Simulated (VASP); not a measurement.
# MgSi32 (a cell with a defect) in VASP: single point with PBEsol

Aim: the single point of MgSi32 (a cell with a defect) with PBEsol.

Everything below comes from runs of VASP 6.6.1. Logs are shortened: lines on timing, memory, paths and dates and some standing lists are left out, and cuts for length are marked.

## 1. The cell of the first run

The cell holds a defect, 33 atoms: a = 9.412 Å, b = 9.412 Å, c = 9.412 Å, α = 109.47°, β = 109.47°, γ = 109.47°.

## 2. Single point, PBEsol (with an interstitial atom, then relaxed in part)

INCAR

```
PREC = Accurate ; ENCUT = 520
EDIFF = 1E-6 ; ISMEAR = 0
SIGMA = 0.02 ; LREAL = Auto
LASPH = T ; NELM = 120
ALGO = Normal ; ISIF = 2
LWAVE = F ; LCHARG = T
GGA = PS ; LELF = T
LVHAR = T ; NELECT = 128.0
NBANDS = 87 ; GGA_COMPAT = F
```

KPOINTS

```
Automatic mesh
0
Gamma
  3 3 3
```

POSCAR

```
MgSi32
1.0
    5.4338342752      5.4338342752      5.4338342752
   -5.4338342752      5.4338342752     -5.4338342752
   -5.4338342752     -5.4338342752      5.4338342752
Si Mg
32 1
Direct
    0.7325854469     -0.0006334739     -0.0002923127
    0.7462568248      0.7474433697      0.2494558128
   -0.0014439812      0.7337273382     -0.0001726713
    0.7487851566      0.4977454582      0.4981077112
   -0.0014891882      0.5011573761      0.2520960187
    0.2505233563      0.5009806904     -0.0002733435
    0.7463072731      0.2492606414      0.7478181860
   -0.0013861045      0.2517639286      0.5016352788
    0.2641574655      0.2654627010      0.2657100064
    0.5001984158      0.2516966280     -0.0001678252
   -0.0015777412     -0.0004669415      0.7339581839
    0.2505440917     -0.0007186557      0.5012992414
    0.5000804093     -0.0004726913      0.2520107424
    0.2479477205      0.7475694753      0.7478299084
    0.4969305533      0.7500805639      0.4982377039
    0.4968623127      0.4979786120      0.7504348680
    0.4862188328     -0.0003773867     -0.0000458168
    0.4982911332      0.7494415155      0.2497313030
    0.7448196692      0.7456952701     -0.0000493595
    0.5107943617      0.5119257484      0.5122720168
    0.7484542824      0.4995560488      0.2498572910
   -0.0014316260      0.4872359451      0.0000240013
    0.4982808480      0.2494722182      0.7496892926
    0.7484923117      0.2494745287      0.4998513776
   -0.0016525730      0.2532296183      0.2536183204
    0.2523046149      0.2532077602     -0.0001379619
    0.7447431840     -0.0002791816      0.7460461940
   -0.0014281639     -0.0004531320      0.4874775310
    0.2522527082     -0.0003523802      0.2535864969
   -0.0017787138      0.7456403402      0.7459104522
    0.2485914683      0.7494585826      0.4999633981
    0.2485387831      0.4997190598      0.7499126126
   -0.0015910195     -0.0004601455     -0.0002070482
```

Potentials or basis: VASP PAW PBE potentials, release 64 (Si, Mg).

On the command line:

```console
cat potpaw_PBE.64/Si/POTCAR potpaw_PBE.64/Mg/POTCAR > POTCAR
mpirun -np 1 vasp_std > vasp.out
```

OUTCAR:

```text
PREC = Accurate
   ENCUT = 520
   EDIFF = 1E-6
   ISMEAR = 0
   LREAL = Auto
   LASPH = T
   NELM = 120
   ISIF = 2
   GGA = PS
   NELECT = 128.0

 ion  position               nearest neighbor table
   1  0.733  0.999  1.000-  17 2.32  27 2.43  19 2.43  25 2.43  33 2.50
   2  0.746  0.747  0.249-  28 2.33  19 2.34  18 2.34  21 2.34
   3  0.999  0.734  1.000-  22 2.32  19 2.43  30 2.43  29 2.43  33 2.50
   4  0.749  0.498  0.498-  20 2.33  30 2.34  21 2.34  24 2.34
   5  0.999  0.501  0.252-  22 2.33  25 2.34  31 2.34  21 2.34
   6  0.251  0.501  1.000-  22 2.33  26 2.34  32 2.34  18 2.34
   7  0.746  0.249  0.748-  22 2.33  27 2.34  23 2.34  24 2.34
   8  0.999  0.252  0.502-  28 2.33  25 2.34  32 2.34  24 2.34
   9  0.264  0.265  0.266-  20 2.32  25 2.43  29 2.43  26 2.43  33 2.50
  10  0.500  0.252  1.000-  17 2.33  26 2.34  21 2.34  23 2.34
  11  0.998  1.000  0.734-  28 2.32  27 2.43  30 2.43  26 2.43  33 2.50
  12  0.251  0.999  0.501-  28 2.33  29 2.34  31 2.34  23 2.34
  13  0.500  1.000  0.252-  17 2.33  29 2.34  18 2.34  24 2.34
  14  0.248  0.748  0.748-  17 2.33  30 2.34  31 2.34  32 2.34
  15  0.497  0.750  0.498-  20 2.33  27 2.34  31 2.34  18 2.34
  16  0.497  0.498  0.750-  20 2.33  19 2.34  32 2.34  23 2.34
  17  0.486  1.000  1.000-   1 2.32  10 2.33  13 2.33  14 2.33
  18  0.498  0.749  0.250-   2 2.34  13 2.34   6 2.34  15 2.34
  19  0.745  0.746  1.000-  16 2.34   2 2.34   3 2.43   1 2.43  33 2.76
  20  0.511  0.512  0.512-   9 2.32   4 2.33  15 2.33  16 2.33
  21  0.748  0.500  0.250-  10 2.34   4 2.34   2 2.34   5 2.34
  22  0.999  0.487  0.000-   3 2.32   5 2.33   6 2.33   7 2.33
  23  0.498  0.249  0.750-   7 2.34  16 2.34  10 2.34  12 2.34
  24  0.748  0.249  0.500-  13 2.34   4 2.34   8 2.34   7 2.34
  25  0.998  0.253  0.254-   5 2.34   8 2.34   9 2.43   1 2.43  33 2.76
  26  0.252  0.253  1.000-  10 2.34   6 2.34   9 2.43  11 2.43  33 2.76
  27  0.745  1.000  0.746-  15 2.34   7 2.34  11 2.43   1 2.43  33 2.76
  28  0.999  1.000  0.487-  11 2.32  12 2.33   2 2.33   8 2.33
  29  0.252  1.000  0.254-  13 2.34  12 2.34   3 2.43   9 2.43  33 2.76
  30  0.998  0.746  0.746-   4 2.34  14 2.34   3 2.43  11 2.43  33 2.76
  31  0.249  0.749  0.500-  15 2.34  14 2.34  12 2.34   5 2.34
  32  0.249  0.500  0.750-   8 2.34  16 2.34   6 2.34  14 2.34
  33  0.998  1.000  1.000-   1 2.50  11 2.50   9 2.50   3 2.50  26 2.76  29 2.76  25 2.76  19 2.76
                            27 2.76  30 2.76

  LATTYP: Found a body centered cubic cell.
 ALAT       =    10.8676685504

  Lattice vectors:

 A1 = (   5.4338342752,   5.4338342752,   5.4338342752)
 A2 = (  -5.4338342752,   5.4338342752,  -5.4338342752)
 A3 = (  -5.4338342752,  -5.4338342752,   5.4338342752)

Analysis of symmetry for initial positions (statically):
=====================================================================
 Subroutine PRICEL returns:
 Original cell was already a primitive cell.

 Routine SETGRP: Setting up the symmetry group for a
 body centered cubic supercell.

 Subroutine GETGRP returns: Found  1 space group operations
 (whereof  1 operations were pure point group operations)
 out of a pool of 48 trial point group operations.

The static configuration has the point symmetry C_1 .

Analysis of symmetry for dynamics (positions and initial velocities):
=====================================================================
 Subroutine PRICEL returns:
 Original cell was already a primitive cell.

 Routine SETGRP: Setting up the symmetry group for a
 body centered cubic supercell.

 Subroutine GETGRP returns: Found  1 space group operations
 (whereof  1 operations were pure point group operations)
 out of a pool of 48 trial point group operations.

The dynamic configuration has the point symmetry C_1 .

 Subroutine INISYM returns: Found  1 space group operations
 (whereof  1 operations are pure point group operations),
 and found     1 'primitive' translations

----------------------------------------------------------------------------------------

                                     Primitive cell

  volume of cell :     641.7696

  direct lattice vectors                    reciprocal lattice vectors
     5.433834275  5.433834275  5.433834275     0.000000000  0.092016056  0.092016056
[... 83 lines left out ...]
 generate k-points for:    3    3    3

 Generating k-lattice:

  Cartesian coordinates                     Fractional coordinates (reciprocal lattice)
     0.000000000  0.030672019  0.030672019     0.333333333  0.000000000  0.000000000
    -0.030672019  0.030672019  0.000000000     0.000000000  0.333333333  0.000000000
    -0.030672019  0.000000000  0.030672019     0.000000000  0.000000000  0.333333333

  Length of vectors
     0.043376785  0.043376785  0.043376785

  Shift w.r.t. Gamma in fractional coordinates (k-lattice)
     0.000000000  0.000000000  0.000000000

 Subroutine IBZKPT returns following result:
 ===========================================

 Found     14 irreducible k-points:

 Following reciprocal coordinates:
            Coordinates               Weight
  0.000000  0.000000  0.000000      1.000000
  0.333333  0.000000  0.000000      2.000000
  0.000000  0.333333  0.000000      2.000000
  0.000000  0.000000  0.333333      2.000000
  0.333333  0.000000 -0.333333      2.000000
  0.333333 -0.333333  0.000000      2.000000
  0.000000  0.333333 -0.333333      2.000000
  0.333333  0.333333 -0.000000      2.000000
 -0.000000  0.333333  0.333333      2.000000
  0.333333  0.000000  0.333333      2.000000
 -0.333333 -0.333333 -0.333333      2.000000
 -0.333333  0.333333  0.333333      2.000000
  0.333333 -0.333333  0.333333      2.000000
  0.333333  0.333333 -0.333333      2.000000
   k-points           NKPTS =     14   k-points in BZ     NKDIM =     14   number of bands    NBANDS=     87
   number of dos      NEDOS =    301   number of ions     NIONS =     33
   total plane-waves  NPLWV = 343000
   dimension x,y,z NGX =    70 NGY =   70 NGZ =   70
   dimension x,y,z NGXF=   140 NGYF=  140 NGZF=  140
   ions per type =              32   1
   NGX,Y,Z   is equivalent  to a cutoff of  12.36, 12.36, 12.36 a.u.
   NGXF,Y,Z  is equivalent  to a cutoff of  24.73, 24.73, 24.73 a.u.
 SYSTEM =  unknown system
   PREC   = accura    normal or accurate (medium, high low for compatibility)
   ISTART =      0    job   : 0-new  1-cont  2-samecut
   ICHARG =      2    charge: 1-file 2-atom 10-const
   ISPIN  =      1    spin polarized calculation?
   LNONCOLLINEAR =      F non collinear calculations
   LSORBIT =      F    spin-orbit coupling
   LASPH  =      T    aspherical Exc in radial PAW
   ENCUT  =  520.0 eV  38.22 Ry    6.18 a.u.  17.50 17.50 17.50*2*pi/ulx,y,z
   NELM   =    120;   NELMIN=  2; NELMDL= -5     # of ELM steps
   EDIFF  = 0.1E-05   stopping-criterion for ELM
   LREAL  =      T    real-space projection
   EDIFFG = 0.1E-04   stopping-criterion for IOM
   NSW    =      0    number of steps for IOM
   IBRION =     -1    ionic relax: 0-MD 1-quasi-New 2-CG
   NFREE  =      0    steps in history (QN), initial steepest desc. (CG)
   ISIF   =      2    stress and relaxation
   ISYM   =      2    0-nonsym 1-usesym 2-fastsym
   POTIM  = 0.5000    time-step for ionic-motion
   TEBEG  =    0.0;   TEEND  =   0.0 temperature during run
   PSTRESS=    0.0 pullay stress
   NELECT =     128.0000    total number of electrons
   NUPDOWN=      -1.0000    fix difference up-down
   EMIN   =  10.00;   EMAX   =-10.00  energy-range for DOS
   EFERMI =   0.00;   METHOD = LEGACY
   ISMEAR =     0;   SIGMA  =   0.02  broadening in eV -4-tet -1-fermi 0-gaus
   EFERMI_NEDOS =   21; number of points for ismear=-14 and -15
   IALGO  =     38    algorithm
   IMIX   =      4    mixing-type and parameters
     AMIX     =   0.40;   BMIX     =  1.00
     AMIX_MAG =   1.60;   BMIX_MAG =  1.00
  volume/ion in A,a.u.               =      19.45       131.24
  Fermi-wavevector in a.u.,A,eV,Ry     =   0.956500  1.807523 12.447872  0.914893
  Thomas-Fermi vector in A             =   2.085434
   LORBIT       =      0    0 simple, 1 ext, 2 COOP (PROOUT), +10 PAW based schemes
   GGA     = PS    functional components
   LHFCALC =     F    Hartree Fock is set to
   AEXX    =    0.0000 exact exchange contribution
   IVDW    =     0    specifies the selected vdW correction
   LEPSILON=     F    determine dielectric tensor
   LRPA    =     F    only Hartree local field effects (RPA)
 non-spin polarized calculation
 Gauss-broadening in eV      SIGMA  =   0.02
  energy-cutoff  :      520.00
  volume of cell :      641.77
 maximum number of plane-waves:     17357
 NGX is ok and might be reduce to    70
   NGX = 35   NGY = 35   NGZ = 35

 number of electron     127.9999999 magnetization

 Free energy of the ion-electron system (eV)
  ---------------------------------------------------
  ext. energy  EPLUGINS =         0.00000000
  ---------------------------------------------------
  free energy    TOTEN  =      -196.84995318 eV

  energy without entropy =     -196.84995318  energy(sigma->0) =     -196.84995318

 E-fermi :   6.0357     XC(G=0):  -9.5930

 val. band max:        5.9176614870   @ k =   0.0000   0.0000   0.0000
 cond. band min:       6.2323968881   @ k =   0.0000   0.0000   0.0000
 fundamental gap:      0.3147354012
 Fermi energy:         6.0356902643

 k-point     1 :       0.0000    0.0000    0.0000
  band No.  band energies     occupation
      1      -6.0989      2.00000
      2      -4.2200      2.00000
      3      -4.1200      2.00000
      4      -4.1195      2.00000
      5      -4.1189      2.00000
      6      -4.0338      2.00000
[... 1095 lines left out ...]
     75       7.9139      0.00000
     76       8.4199      0.00000
 [bands above 76 left out]

------------------------ aborting loop because EDIFF is reached ----------------------------------------

  FORCE on cell =-STRESS in cart. coord.  units (eV):
  Direction    XX          YY          ZZ          XY          YZ          ZX
  --------------------------------------------------------------------------------------
  -------------------------------------------------------------------------------------
  Total      -11.9520185    -11.9580758    -11.9506924      0.0164962      0.0121811      0.0112949
  in kB      -29.8382043    -29.8533262    -29.8348936      0.0411827      0.0304101      0.0281976
  external PRESSURE =     -29.8421414 kB  Pullay stress =       0.0000000 kB

 VOLUME and BASIS-vectors are now :
 -----------------------------------------------------------------------------
  energy-cutoff  :      520.00
  volume of cell :      641.77
      direct lattice vectors                 reciprocal lattice vectors
     5.433834275  5.433834275  5.433834275     0.000000000  0.092016056  0.092016056
    -5.433834275  5.433834275 -5.433834275    -0.092016056  0.092016056  0.000000000
    -5.433834275 -5.433834275  5.433834275    -0.092016056  0.000000000  0.092016056

 POSITION                                       TOTAL-FORCE (eV/Angst)
 -----------------------------------------------------------------------------------
     -6.88189      3.97889      3.98260         0.002108      0.004858      0.006277
     -1.36195      6.76102      1.34905         0.005841      0.004673     -0.000286
     -3.99386      3.98004      6.87193        -0.005566      0.005130     -0.003702
     -1.34253      4.06681      4.07074         0.003495      0.001159      0.002033
      1.33269      6.77910      4.07238        -0.005518     -0.001380     -0.000737
     -6.79329     -1.34880      4.07141        -0.002512     -0.001584      0.003444
[... 25 lines left out ...]
     -5.43977     -0.00899      2.71003        -0.000306     -0.001960      0.000971
     -5.43885      5.42381      5.42656         0.003993      0.002731      0.003766
 -----------------------------------------------------------------------------------
    total drift:                                0.007184      0.014345      0.014339

  FREE ENERGIE OF THE ION-ELECTRON SYSTEM (eV)
  ---------------------------------------------------
  free  energy   TOTEN  =      -196.8499531821 eV

  energy  without entropy=     -196.8499531821  energy(sigma->0) =     -196.84995318
```

It took 45 min on 1 thread of Oxide Virtual Turin-like, shared host; peak memory 0.91 GiB.

Results:

```
Free energy   : -196.8500 eV
Largest force : 0.012 eV/Å
```

Forces on the atoms (eV/Å):
```
Si   0.002  0.005  0.006
Si   0.006  0.005  0.000
Si  -0.006  0.005 -0.004
Si   0.003  0.001  0.002
Si  -0.006 -0.001 -0.001
Si  -0.003 -0.002  0.003
Si   0.007  0.000  0.002
Si   0.002 -0.002 -0.005
Si   0.011 -0.003  0.000
Si   0.000 -0.001 -0.003
Si  -0.005 -0.004  0.010
Si  -0.005  0.005  0.000
Si   0.000  0.002  0.000
Si   0.000 -0.004  0.000
Si  -0.001  0.002 -0.002
Si   0.000 -0.002  0.001
Si  -0.002 -0.002 -0.005
Si  -0.001 -0.002  0.002
Si  -0.004  0.001 -0.003
Si   0.003  0.003  0.000
Si  -0.001  0.003  0.002
Si   0.004  0.001 -0.005
Si  -0.001 -0.003  0.003
Si  -0.004  0.001  0.003
Si   0.005 -0.003 -0.003
Si  -0.003 -0.005 -0.004
Si  -0.001 -0.004  0.003
Si  -0.001 -0.001 -0.002
Si   0.000 -0.003 -0.005
Si  -0.006  0.004  0.004
Si   0.000  0.001 -0.006
Si   0.000 -0.002  0.001
Mg   0.004  0.003  0.004
```

Caveat: the cell carries a net charge on a neutralising background, which shifts energy and pressure; the cell differs from its parent crystal (with an interstitial atom, then relaxed in part); the cell is charged against a uniform background, so pressure and absolute levels hang on convention; the PAW data sets were made with another functional, which shifts forces and pressure a little.
